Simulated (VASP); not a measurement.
# Pt12S in VASP: single point with PBE

Aim: the single point of Pt12S with PBE.

All numbers are computed with VASP 6.6.1; they aren't measurements. Logs are shortened: lines on timing, memory, paths and dates and some standing lists are left out, and cuts for length are marked.

### Step 1. The cell of the first run

The cell holds a slab with vacuum, 13 atoms: a = 5.614 Å, b = 5.614 Å, c = 19.351 Å, α = 90.00°, β = 90.00°, γ = 90.00°.

### Step 2. Single point, PBE

File INCAR:

```
ALGO     = Normal         # electronic algorithm
DIPOL    = 0.5 0.5 0.320
EDIFF    = 1E-7           # SCF threshold, eV
ENCUT    = 520            # plane-wave cutoff, eV
GGA      = PE             # functional
IDIPOL   = 3            
ISIF     = 2              # what is computed and relaxed
ISMEAR   = 0              # smearing method
LASPH    = True           # aspherical terms in the spheres
LCHARG   = False          # write CHGCAR
LDIPOL   = True         
LREAL    = False          # projectors in reciprocal space
LWAVE    = False          # write WAVECAR
NBANDS   = 75             # bands
NELM     = 100            # most SCF steps
PREC     = Accurate       # precision mode
SIGMA    = 0.1            # smearing width, eV
```

File KPOINTS:

```
k-points
0
Gamma
  5 5 1
```

File POSCAR:

```
Pt12S
1.0
    5.6143281323      0.0000000000      0.0000000000
    0.0000000000      5.6143281323      0.0000000000
    0.0000000000      0.0000000000     19.3513792169
Pt S
12 1
Direct
    0.2500000000      0.2500000000      0.2067036130
    0.2500000000      0.7500000000      0.2067036130
    0.7500000000      0.2500000000      0.2067036130
    0.7500000000      0.7500000000      0.2067036130
    0.0000000000      0.0000000000      0.3062504943
    0.0000000000      0.5000000000      0.3062504943
    0.5000000000      0.0000000000      0.3062504943
    0.5000000000      0.5000000000      0.3062504943
    0.2500000000      0.2500000000      0.4057271127
    0.2500000000      0.7500000000      0.4057271127
    0.7500000000      0.2500000000      0.4057271127
    0.7500000000      0.7500000000      0.4057271127
    0.3333333333      0.5000000000      0.4914569461
```

Potentials or basis: VASP PAW PBE potentials, release 64 (Pt, S).

On the command line:

```
cat potpaw_PBE.64/Pt/POTCAR potpaw_PBE.64/S/POTCAR > POTCAR
mpirun -np 1 vasp_std > vasp.out
```

OUTCAR:

```text
EDIFF = 1E-7
   ENCUT = 520
   GGA = PE
   ISIF = 2
   ISMEAR = 0
   LASPH = True
   LREAL = False
   NELM = 100
   PREC = Accurate

 ion  position               nearest neighbor table
   1  0.250  0.250  0.207-   5 2.77   6 2.77   7 2.77   8 2.77   2 2.81   3 2.81   2 2.81   3 2.81

   2  0.250  0.750  0.207-   5 2.77   6 2.77   7 2.77   8 2.77   1 2.81   4 2.81   1 2.81   4 2.81

   3  0.750  0.250  0.207-   5 2.77   6 2.77   7 2.77   8 2.77   1 2.81   4 2.81   4 2.81   1 2.81

   4  0.750  0.750  0.207-   5 2.77   6 2.77   7 2.77   8 2.77   2 2.81   3 2.81   3 2.81   2 2.81

   5  0.000  0.000  0.306-   9 2.77  10 2.77  11 2.77  12 2.77   1 2.77   2 2.77   3 2.77   4 2.77
                             6 2.81   7 2.81   6 2.81   7 2.81
   6  0.000  0.500  0.306-   9 2.77  10 2.77  11 2.77  12 2.77   1 2.77   2 2.77   3 2.77   4 2.77
                             5 2.81   8 2.81   5 2.81   8 2.81
   7  0.500  0.000  0.306-   9 2.77  10 2.77  11 2.77  12 2.77   1 2.77   2 2.77   3 2.77   4 2.77
                             5 2.81   8 2.81   8 2.81   5 2.81
   8  0.500  0.500  0.306-   9 2.77  10 2.77  11 2.77  12 2.77   1 2.77   2 2.77   3 2.77   4 2.77
                             6 2.81   7 2.81   7 2.81   6 2.81
   9  0.250  0.250  0.406-  13 2.22   6 2.77   7 2.77   8 2.77   5 2.77  11 2.81  10 2.81  10 2.81
                            11 2.81
  10  0.250  0.750  0.406-  13 2.22   6 2.77   7 2.77   8 2.77   5 2.77  12 2.81   9 2.81   9 2.81
                            12 2.81
  11  0.750  0.250  0.406-   5 2.77   6 2.77   7 2.77   8 2.77   9 2.81  12 2.81  12 2.81   9 2.81

  12  0.750  0.750  0.406-   5 2.77   6 2.77   7 2.77   8 2.77  10 2.81  11 2.81  11 2.81  10 2.81

  13  0.333  0.500  0.491-   9 2.22  10 2.22

  LATTYP: Found a simple tetragonal cell.
 ALAT       =     5.6143281323
 C/A-ratio  =     3.4467845058

  Lattice vectors:

 A1 = (   5.6143281323,   0.0000000000,   0.0000000000)
 A2 = (   0.0000000000,   5.6143281323,   0.0000000000)
 A3 = (   0.0000000000,   0.0000000000,  19.3513792169)

Analysis of symmetry for initial positions (statically):
=====================================================================
 Subroutine PRICEL returns:
 Original cell was already a primitive cell.

 Routine SETGRP: Setting up the symmetry group for a
 simple tetragonal supercell.

 Subroutine GETGRP returns: Found  2 space group operations
 (whereof  2 operations were pure point group operations)
 out of a pool of 16 trial point group operations.

The static configuration has the point symmetry C_1h.

Analysis of symmetry for dynamics (positions and initial velocities):
=====================================================================
 Subroutine PRICEL returns:
 Original cell was already a primitive cell.

 Routine SETGRP: Setting up the symmetry group for a
 simple tetragonal supercell.

 Subroutine GETGRP returns: Found  2 space group operations
 (whereof  2 operations were pure point group operations)
 out of a pool of 16 trial point group operations.

The dynamic configuration has the point symmetry C_1h.

 Subroutine INISYM returns: Found  2 space group operations
 (whereof  2 operations are pure point group operations),
 and found     1 'primitive' translations

----------------------------------------------------------------------------------------

                                     Primitive cell

  volume of cell :     609.9686

  direct lattice vectors                    reciprocal lattice vectors
     5.614328132  0.000000000  0.000000000     0.178115703  0.000000000  0.000000000
     0.000000000  5.614328132  0.000000000     0.000000000  0.178115703  0.000000000
     0.000000000  0.000000000 19.351379217     0.000000000  0.000000000  0.051675903

  length of vectors
     5.614328132  5.614328132 19.351379217     0.178115703  0.178115703  0.051675903

  position of ions in fractional coordinates (direct lattice)
     0.250000000  0.250000000  0.206703613
     0.250000000  0.750000000  0.206703613
     0.750000000  0.250000000  0.206703613
     0.750000000  0.750000000  0.206703613
     0.000000000  0.000000000  0.306250494
     0.000000000  0.500000000  0.306250494
     0.500000000  0.000000000  0.306250494
     0.500000000  0.500000000  0.306250494
     0.250000000  0.250000000  0.405727113
     0.250000000  0.750000000  0.405727113
     0.750000000  0.250000000  0.405727113
     0.750000000  0.750000000  0.405727113
     0.333333333  0.500000000  0.491456946

  ion indices of the primitive-cell ions
   primitive index   ion index
                 1           1
                 2           2
                 3           3
                 4           4
                 5           5
                 6           6
                 7           7
                 8           8
                 9           9
                10          10
                11          11
                12          12
                13          13

----------------------------------------------------------------------------------------

 KPOINTS: k-points

Automatic generation of k-mesh.
 Grid dimensions read from file:
 generate k-points for:    5    5    1

 Generating k-lattice:

  Cartesian coordinates                     Fractional coordinates (reciprocal lattice)
     0.035623141  0.000000000  0.000000000     0.200000000  0.000000000  0.000000000
     0.000000000  0.035623141  0.000000000     0.000000000  0.200000000  0.000000000
     0.000000000  0.000000000  0.051675903     0.000000000  0.000000000  1.000000000

  Length of vectors
     0.035623141  0.035623141  0.051675903

  Shift w.r.t. Gamma in fractional coordinates (k-lattice)
     0.000000000  0.000000000  0.000000000

 Subroutine IBZKPT returns following result:
 ===========================================

 Found      9 irreducible k-points:

 Following reciprocal coordinates:
            Coordinates               Weight
  0.000000  0.000000  0.000000      1.000000
  0.200000  0.000000  0.000000      2.000000
  0.000000  0.200000  0.000000      2.000000
  0.400000  0.000000  0.000000      2.000000
  0.000000  0.400000  0.000000      2.000000
  0.200000  0.200000  0.000000      4.000000
  0.400000  0.200000  0.000000      4.000000
 -0.200000  0.400000  0.000000      4.000000
  0.400000  0.400000  0.000000      4.000000
   k-points           NKPTS =      9   k-points in BZ     NKDIM =      9   number of bands    NBANDS=     75
   number of dos      NEDOS =    301   number of ions     NIONS =     13
   total plane-waves  NPLWV = 254016
   dimension x,y,z NGX =    42 NGY =   42 NGZ =  144
   dimension x,y,z NGXF=    84 NGYF=   84 NGZF=  288
   ions per type =              12   1
   NGX,Y,Z   is equivalent  to a cutoff of  12.44, 12.44, 12.37 a.u.
   NGXF,Y,Z  is equivalent  to a cutoff of  24.87, 24.87, 24.74 a.u.
 SYSTEM =  unknown system
   PREC   = accura    normal or accurate (medium, high low for compatibility)
   ISTART =      0    job   : 0-new  1-cont  2-samecut
   ICHARG =      2    charge: 1-file 2-atom 10-const
   ISPIN  =      1    spin polarized calculation?
   LNONCOLLINEAR =      F non collinear calculations
   LSORBIT =      F    spin-orbit coupling
   LASPH  =      T    aspherical Exc in radial PAW
   ENCUT  =  520.0 eV  38.22 Ry    6.18 a.u.  10.44 10.44 35.98*2*pi/ulx,y,z
   NELM   =    100;   NELMIN=  2; NELMDL= -5     # of ELM steps
   EDIFF  = 0.1E-06   stopping-criterion for ELM
   LREAL  =      F    real-space projection
   EDIFFG = 0.1E-05   stopping-criterion for IOM
   NSW    =      0    number of steps for IOM
   IBRION =     -1    ionic relax: 0-MD 1-quasi-New 2-CG
   NFREE  =      0    steps in history (QN), initial steepest desc. (CG)
   ISIF   =      2    stress and relaxation
   ISYM   =      2    0-nonsym 1-usesym 2-fastsym
   POTIM  = 0.5000    time-step for ionic-motion
   TEBEG  =    0.0;   TEEND  =   0.0 temperature during run
   PSTRESS=    0.0 pullay stress
   NELECT =     126.0000    total number of electrons
   NUPDOWN=      -1.0000    fix difference up-down
   EMIN   =  10.00;   EMAX   =-10.00  energy-range for DOS
   EFERMI =   0.00;   METHOD = LEGACY
   ISMEAR =     0;   SIGMA  =   0.10  broadening in eV -4-tet -1-fermi 0-gaus
   EFERMI_NEDOS =   21; number of points for ismear=-14 and -15
   IALGO  =     38    algorithm
   IMIX   =      4    mixing-type and parameters
     AMIX     =   0.40;   BMIX     =  1.00
     AMIX_MAG =   1.60;   BMIX_MAG =  1.00
  volume/ion in A,a.u.               =      46.92       316.64
  Fermi-wavevector in a.u.,A,eV,Ry     =   0.967749  1.828780 12.742362  0.936537
  Thomas-Fermi vector in A             =   2.097660
   LORBIT       =      0    0 simple, 1 ext, 2 COOP (PROOUT), +10 PAW based schemes
   GGA     = PE    functional components
   LHFCALC =     F    Hartree Fock is set to
   AEXX    =    0.0000 exact exchange contribution
   IVDW    =     0    specifies the selected vdW correction
   LEPSILON=     F    determine dielectric tensor
   LRPA    =     F    only Hartree local field effects (RPA)
 non-spin polarized calculation
 Gauss-broadening in eV      SIGMA  =   0.10
  energy-cutoff  :      520.00
  volume of cell :      609.97
 maximum number of plane-waves:     16469
 NGX is ok and might be reduce to    42
   NGX = 21   NGY = 21   NGZ = 71

 dipolmoment           0.000000      0.000000      0.084581 electrons x Angstroem

 number of electron     126.0000011 magnetization

 dipolmoment           0.000000      0.000000     -0.057461 electrons x Angstroem

 Free energy of the ion-electron system (eV)
  ---------------------------------------------------
  ext. energy  EPLUGINS =         0.00000000
  ---------------------------------------------------
  free energy    TOTEN  =       -71.51834836 eV

  energy without entropy =      -71.38095479  energy(sigma->0) =      -71.44965158

 E-fermi :  -0.2183     XC(G=0):  -5.2981

 val. band max:       -0.2196157135   @ k =   0.0000   0.4000   0.0000
 cond. band min:      -0.2046866991   @ k =   0.4000   0.2000   0.0000
 fundamental gap:      0.0149290144
 Fermi energy:        -0.2183466309

 k-point     1 :       0.0000    0.0000    0.0000
  band No.  band energies     occupation
      1     -13.8049      2.00000
      2      -9.0667      2.00000
      3      -6.8556      2.00000
      4      -6.8046      2.00000
      5      -6.7570      2.00000
      6      -6.7065      2.00000
[... 67 lines left out ...]
     74       2.6133      0.00000
     75       3.2171      0.00000

 k-point     2 :       0.2000    0.0000    0.0000
  band No.  band energies     occupation
      1     -13.7990      2.00000
      2      -8.8384      2.00000
      3      -6.9337      2.00000
      4      -6.7510      2.00000
      5      -6.5983      2.00000
      6      -6.5719      2.00000
[... 538 lines left out ...]
 k-point     9 :       0.4000    0.4000    0.0000
  band No.  band energies     occupation
      1     -13.7455      2.00000
      2      -7.4485      2.00000
      3      -6.8575      2.00000
      4      -6.6488      2.00000
      5      -6.2652      2.00000
      6      -5.8764      2.00000
[... 67 lines left out ...]
     74       3.6535      0.00000
     75       4.0497      0.00000

------------------------ aborting loop because EDIFF is reached ----------------------------------------

 vacuum level on the upper side and lower side of the slab       (xc-potential included)        -0.256         0.064

  FORCE on cell =-STRESS in cart. coord.  units (eV):
  Direction    XX          YY          ZZ          XY          YZ          ZX
  --------------------------------------------------------------------------------------
  -------------------------------------------------------------------------------------
  Total       -9.5320419     -8.5791827      3.0707716      0.0000000      0.0000000      0.8465696
  in kB      -25.0373879    -22.5345554      8.0658583      0.0000000      0.0000000      2.2236464
  external PRESSURE =     -13.1686950 kB  Pullay stress =       0.0000000 kB

 VOLUME and BASIS-vectors are now :
 -----------------------------------------------------------------------------
  energy-cutoff  :      520.00
  volume of cell :      609.97
      direct lattice vectors                 reciprocal lattice vectors
     5.614328132  0.000000000  0.000000000     0.178115703  0.000000000  0.000000000
     0.000000000  5.614328132  0.000000000     0.000000000  0.178115703  0.000000000
     0.000000000  0.000000000 19.351379217     0.000000000  0.000000000  0.051675903

 POSITION                                       TOTAL-FORCE (eV/Angst)
 -----------------------------------------------------------------------------------
      1.40358      1.40358      4.00000        -0.004755     -0.001269      0.068526
      1.40358      4.21075      4.00000        -0.004755      0.001269      0.068526
      4.21075      1.40358      4.00000        -0.026475     -0.002076     -0.141321
      4.21075      4.21075      4.00000        -0.026475      0.002076     -0.141321
      0.00000      0.00000      5.92637         0.156088      0.000000      0.296471
      0.00000      2.80716      5.92637        -0.212502      0.000000     -0.592624
      2.80716      0.00000      5.92637        -0.063753      0.000000     -0.352594
      2.80716      2.80716      5.92637         0.195617      0.000000     -0.748576
      1.40358      1.40358      7.85138        -0.324229     -1.252660      0.638366
      1.40358      4.21075      7.85138        -0.324229      1.252660      0.638366
      4.21075      1.40358      7.85138         0.091557     -0.035034      0.135517
      4.21075      4.21075      7.85138         0.091557      0.035034      0.135517
      1.87144      2.80716      9.51037         0.452353      0.000000     -0.004853
 -----------------------------------------------------------------------------------
    total drift:                                0.000117      0.000000     -0.000021

  FREE ENERGIE OF THE ION-ELECTRON SYSTEM (eV)
  ---------------------------------------------------
  free  energy   TOTEN  =       -71.5183483588 eV

  energy  without entropy=      -71.3809547931  energy(sigma->0) =      -71.44965158

 vacuum level on the upper side and lower side of the slab         5.013         5.342
```

It took 24 min on 1 thread of AMD EPYC 7R43 (Zen 3), shared host; peak memory 0.68 GiB.

Results:

| Item | Value |
| --- | --- |
| Free energy | -71.5183 eV |
| Largest force | 1.443 eV/Å |
| Band gap on the k mesh | zero (band 63 reaches 0.04 eV, above the bottom of band 64 at -0.30 eV) |

Forces on the atoms (eV/Å):
```
Pt  -0.005 -0.001  0.069
Pt  -0.005  0.001  0.069
Pt  -0.026 -0.002 -0.141
Pt  -0.026  0.002 -0.141
Pt   0.156  0.000  0.296
Pt  -0.213  0.000 -0.593
Pt  -0.064  0.000 -0.353
Pt   0.196  0.000 -0.749
Pt  -0.324 -1.253  0.638
Pt  -0.324  1.253  0.638
Pt   0.092 -0.035  0.136
Pt   0.092  0.035  0.136
S    0.452  0.000 -0.005
```

Levels at points of the mesh, in eV from the Fermi level:
| k point | band 61 | band 62 | band 63 | band 64 | band 65 | band 66 |
| --- | --- | --- | --- | --- | --- | --- |
| (0.00, 0.00, 0.00) | 0.06 | 0.08 | 0.26 | 0.35 | 0.44 | 0.62 |

Caveat: spin-orbit coupling is left out, which moves the levels of the heavy elements.
